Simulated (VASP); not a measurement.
# BaO (Fm-3m) in VASP: G0W0 quasiparticle levels with PBEsol

Aim: the G0W0 quasiparticle levels of BaO with PBEsol.

All numbers are computed with VASP 6.6.1; they aren't measurements. Logs are shortened: lines on timing, memory, paths and dates and some standing lists are left out, and cuts for length are marked.

## 1. The cell of the first run

It takes space group Fm-3m (No. 225, cubic). Conventional cell: a = 5.435 Å, b = 5.435 Å, c = 5.435 Å, α = 90.00°, β = 90.00°, γ = 90.00°. Within 3.6 Å of Ba (site symmetry m-3m) lie 6 O at 2.72 Å. Within 3.6 Å of O (site symmetry m-3m) lie 6 Ba at 2.72 Å.

## 2. G0W0 quasiparticle levels, PBEsol

Input file POSCAR:

```
BaO
1.0
    0.0000000000      2.7176118870      2.7176118870
    2.7176118870      0.0000000000      2.7176118870
    2.7176118870      2.7176118870      0.0000000000
Ba O
1 1
Direct
    0.0000000000      0.0000000000      0.0000000000
    0.5000000000      0.5000000000      0.5000000000
```

Input file INCAR.step1:

```
ALGO = Normal
EDIFF = 1E-8
ENCUT = 500
GGA = PS
ISMEAR = 0
LASPH = T
LCHARG = F
LREAL = F
LWAVE = T
NELM = 80
PREC = Accurate
SIGMA = 0.01
```

Input file INCAR.step2:

```
ALGO = Exact
EDIFF = 1E-8
ENCUT = 500
GGA = PS
ISMEAR = 0
ISTART = 1
LASPH = T
LCHARG = F
LOPTICS = T
LREAL = F
LWAVE = T
NBANDS = 228
NELM = 1
PREC = Accurate
SIGMA = 0.01
```

Input file INCAR.step3:

```
ALGO = EVGW0
EDIFF = 1E-8
ENCUT = 500
ENCUTGW = 180.0
GGA = PS
ISMEAR = 0
ISTART = 1
LASPH = T
LCHARG = F
LREAL = F
LWAVE = F
NBANDS = 228
NBANDSGW = 16
NELMGW = 1
NOMEGA = 96
OMEGAMAX = 20
PREC = Accurate
PRECFOCK = Fast
SIGMA = 0.01
```

Input file KPOINTS:

```
k-points
0
Gamma
  4 4 4
```

Potentials or basis: VASP PAW PBE potentials, release 64 (Ba_sv_GW, O_GW).

The run is started by

```
$ cat potpaw_PBE.64/Ba_sv_GW/POTCAR potpaw_PBE.64/O_GW/POTCAR > POTCAR
$ cp INCAR.step1 INCAR
$ mpirun -np 1 vasp_std > vasp.out
$ cp INCAR.step2 INCAR
$ mpirun -np 1 vasp_std > vasp.out
$ cp INCAR.step3 INCAR
$ mpirun -np 1 vasp_std > vasp.out
```

OUTCAR:

```text
EDIFF = 1E-8
   ENCUT = 500
   ENCUTGW = 180.0
   GGA = PS
   ISMEAR = 0
   ISTART = 1
   LASPH = T
   LREAL = F
   NELMGW = 1
   PREC = Accurate
   PRECFOCK = Fast

 ion  position               nearest neighbor table
   1  0.000  0.000  0.000-
   2  0.500  0.500  0.500-

  LATTYP: Found a face centered cubic cell.
 ALAT       =     5.4352237740

  Lattice vectors:

 A1 = (   0.0000000000,   2.7176118870,   2.7176118870)
 A2 = (   2.7176118870,   0.0000000000,   2.7176118870)
 A3 = (   2.7176118870,   2.7176118870,   0.0000000000)

Analysis of symmetry for initial positions (statically):
=====================================================================
 Subroutine PRICEL returns:
 Original cell was already a primitive cell.

 Routine SETGRP: Setting up the symmetry group for a
 face centered cubic supercell.

 Subroutine GETGRP returns: Found 48 space group operations
 (whereof 48 operations were pure point group operations)
 out of a pool of 48 trial point group operations.

The static configuration has the point symmetry O_h .

Analysis of symmetry for dynamics (positions and initial velocities):
=====================================================================
 Subroutine PRICEL returns:
 Original cell was already a primitive cell.

 Routine SETGRP: Setting up the symmetry group for a
 face centered cubic supercell.

 Subroutine GETGRP returns: Found 48 space group operations
 (whereof 48 operations were pure point group operations)
 out of a pool of 48 trial point group operations.

The dynamic configuration has the point symmetry O_h .

 Subroutine INISYM returns: Found 48 space group operations
 (whereof 48 operations are pure point group operations),
 and found     1 'primitive' translations

----------------------------------------------------------------------------------------

                                     Primitive cell

  volume of cell :      40.1414

  direct lattice vectors                    reciprocal lattice vectors
     0.000000000  2.717611887  2.717611887    -0.183985065  0.183985065  0.183985065
[... 46 lines left out ...]
  0.250000  0.250000  0.000000      6.000000
  0.500000  0.250000  0.000000     24.000000
 -0.250000  0.250000  0.000000     12.000000
  0.500000  0.500000  0.000000      3.000000
 -0.250000  0.500000  0.250000      6.000000
   k-points           NKPTS =      8   k-points in BZ     NKDIM =     64   number of bands    NBANDS=    228
   number of dos      NEDOS =    301   number of ions     NIONS =      2
   total plane-waves  NPLWV =  21952
   dimension x,y,z NGX =    28 NGY =   28 NGZ =   28
   dimension x,y,z NGXF=    56 NGYF=   56 NGZF=   56
   ions per type =               1   1
   NGX,Y,Z   is equivalent  to a cutoff of  12.11, 12.11, 12.11 a.u.
   NGXF,Y,Z  is equivalent  to a cutoff of  24.22, 24.22, 24.22 a.u.
 SYSTEM =  unknown system
   PREC   = accura    normal or accurate (medium, high low for compatibility)
   ISTART =      1    job   : 0-new  1-cont  2-samecut
   ICHARG =      0    charge: 1-file 2-atom 10-const
   ISPIN  =      1    spin polarized calculation?
   LNONCOLLINEAR =      F non collinear calculations
   LSORBIT =      F    spin-orbit coupling
   LASPH  =      T    aspherical Exc in radial PAW
   ENCUT  =  500.0 eV  36.75 Ry    6.06 a.u.   7.01  7.01  7.01*2*pi/ulx,y,z
   NELM   =     60;   NELMIN=  2; NELMDL=  0     # of ELM steps
   EDIFF  = 0.1E-07   stopping-criterion for ELM
   LREAL  =      F    real-space projection
   EDIFFG = 0.1E-06   stopping-criterion for IOM
   NSW    =      0    number of steps for IOM
   IBRION =     -1    ionic relax: 0-MD 1-quasi-New 2-CG
   NFREE  =      0    steps in history (QN), initial steepest desc. (CG)
   ISIF   =      0    stress and relaxation
   ISYM   =      3    0-nonsym 1-usesym 2-fastsym
   POTIM  = 0.5000    time-step for ionic-motion
   TEBEG  =    0.0;   TEEND  =   0.0 temperature during run
   PSTRESS=    0.0 pullay stress
   NELECT =      16.0000    total number of electrons
   NUPDOWN=      -1.0000    fix difference up-down
   EMIN   =  10.00;   EMAX   =-10.00  energy-range for DOS
   EFERMI =   0.00;   METHOD = LEGACY
   ISMEAR =     0;   SIGMA  =   0.01  broadening in eV -4-tet -1-fermi 0-gaus
   EFERMI_NEDOS =   21; number of points for ismear=-14 and -15
   IALGO  =     38    algorithm
   IMIX   =      4    mixing-type and parameters
     AMIX     =   0.40;   BMIX     =  1.00
     AMIX_MAG =   1.60;   BMIX_MAG =  1.00
  volume/ion in A,a.u.               =      20.07       135.44
  Fermi-wavevector in a.u.,A,eV,Ry     =   1.204807  2.276755 19.749663  1.451559
  Thomas-Fermi vector in A             =   2.340521
   LORBIT       =      0    0 simple, 1 ext, 2 COOP (PROOUT), +10 PAW based schemes
   GGA     = PS    functional components
   LHFCALC =     T    Hartree Fock is set to
   PRECFOCK=fast      Normal, Fast or Accurate (Low or Medium for compatibility)
   ENCUT4O =  -1.0   cutoff for four orbital integrals eV
   NKREDX  =     1    reduce k-point grid by
   NKREDY  =     1    reduce k-point grid by
   NKREDZ  =     1    reduce k-point grid by
   AEXX    =    1.0000 exact exchange contribution
   HFSCREEN=    0.0000 screening length (either q_TF or 0.3 A-1)
   HFSCREENC=   0.0000 screening length for correlation (either q_TF or 0.3 A-1)
   ENCUTFOCK=  -1.0 apply spherical cutoff to Coloumb kernel
   IVDW    =     0    specifies the selected vdW correction
   LEPSILON=     F    determine dielectric tensor
   LRPA    =     F    only Hartree local field effects (RPA)
   LRPAFORCE           =     F    calculate RPA forces
   ENCUTGW             = 180.0    cutoff for response function in eV
   ENCUTGWSOFT         = 144.0    soft cutoff for Coulomb kernel in GW response function in eV
   ENCUTLF             =  -1.0    cutoff for local field effects
   NELMGW              =     1    number of iterations in solving QP/BSE equation
   NELMHF              =     1    number of iterations in the inner HF iteration
   NKREDLFX            =     1    NKREDLFY  =   1   NKREDLFZ  =   1
 non-spin polarized calculation
 Gauss-broadening in eV      SIGMA  =   0.01
  energy-cutoff  :      500.00
  volume of cell :       40.14
 maximum number of plane-waves:      1036
  NGX = 16; NGY = 16; NGZ = 16
   NGX = 13   NGY = 13   NGZ = 13
 maximum number of plane-waves:       229

 QP shifts <psi_nk| G(iteration)W_0 |psi_nk>: iteration 1
 for sc-GW calculations column KS-energies equals QP-energies in previous step
 and V_xc(KS)=  KS-energies - (<T + V_ion + V_H > + <T+V_H+V_ion>^1  + <V_x>^1)

 k-point   1 :       0.0000    0.0000    0.0000
  band No.  KS-energies  QP-energies   sigma(KS)   V_xc(KS)     V^pw_x(r,r')   Z            occupation Imag(sigma)

      1     -21.0285     -22.0717     -16.7100     -15.0833     -24.4654       0.6414       2.0000       1.4466
      2     -10.3619     -11.7637     -21.5829     -19.3132     -30.6363       0.6176       2.0000       0.6351
      3      -5.4052      -7.0234     -16.4737     -14.4060     -19.3682       0.7826       2.0000       0.1452
      4      -5.4052      -7.0234     -16.4737     -14.4060     -19.3682       0.7826       2.0000       0.1452
      5      -5.4052      -7.0234     -16.4737     -14.4060     -19.3682       0.7826       2.0000       0.1452
      6       4.1116       3.3438     -19.1433     -18.0747     -23.1980       0.7185       2.0000       0.0744
[... 135 lines left out ...]
      2     -10.8518     -12.2052     -20.8787     -18.6770     -30.0065       0.6147       2.0000       0.6305
      3      -6.6960      -8.3033     -15.6656     -13.5443     -19.0548       0.7577       2.0000       0.2424
      4      -6.6960      -8.3033     -15.6656     -13.5443     -19.0548       0.7577       2.0000       0.2424
      5      -5.4780      -7.1054     -16.7891     -14.7090     -19.8703       0.7824       2.0000       0.1612
      6       3.1225       2.2864     -17.9505     -16.7750     -22.1172       0.7113       2.0000       0.0938
[... 8 lines left out ...]
     15      14.9802      16.0340     -10.6562     -12.0179      -5.3974       0.7739       0.0000      -0.2407
     16      15.2916      17.1224     -11.1944     -13.5740      -5.8074       0.7694       0.0000      -0.1349
```

OUTCAR.step1:

```text
EDIFF = 1E-8
   ENCUT = 500
   GGA = PS
   ISMEAR = 0
   LASPH = T
[... 321 lines left out ...]
 -----------------------------------------------------------------------------------
      0.00000      0.00000      0.00000         0.000000      0.000000      0.000000
      2.71761      2.71761      2.71761         0.000000      0.000000     -0.000000
 -----------------------------------------------------------------------------------
    total drift:                                0.000000      0.000000      0.000000

  FREE ENERGIE OF THE ION-ELECTRON SYSTEM (eV)
  ---------------------------------------------------
  free  energy   TOTEN  =       -13.9132601661 eV

  energy  without entropy=      -13.9132601661  energy(sigma->0) =      -13.91326017
```

Wall time 4.1 min (1 thread of Intel Xeon 6975P-C (Granite Rapids), shared host); peak memory 0.58 GiB.

Results:

- Quasiparticle gap: 3.05 eV
- Least direct quasiparticle gap: 3.05 eV
- Band gap of the starting levels on the mesh: 1.71 eV
- Least direct gap of the starting levels on the mesh: 1.71 eV

Caveat: the k points lie up to 0.50 Å⁻¹ apart; bands, screening cutoff and mesh are small and nothing is extrapolated, so the quasiparticle values aren't converged; spin-orbit coupling is left out, which moves the levels of the heavy elements.
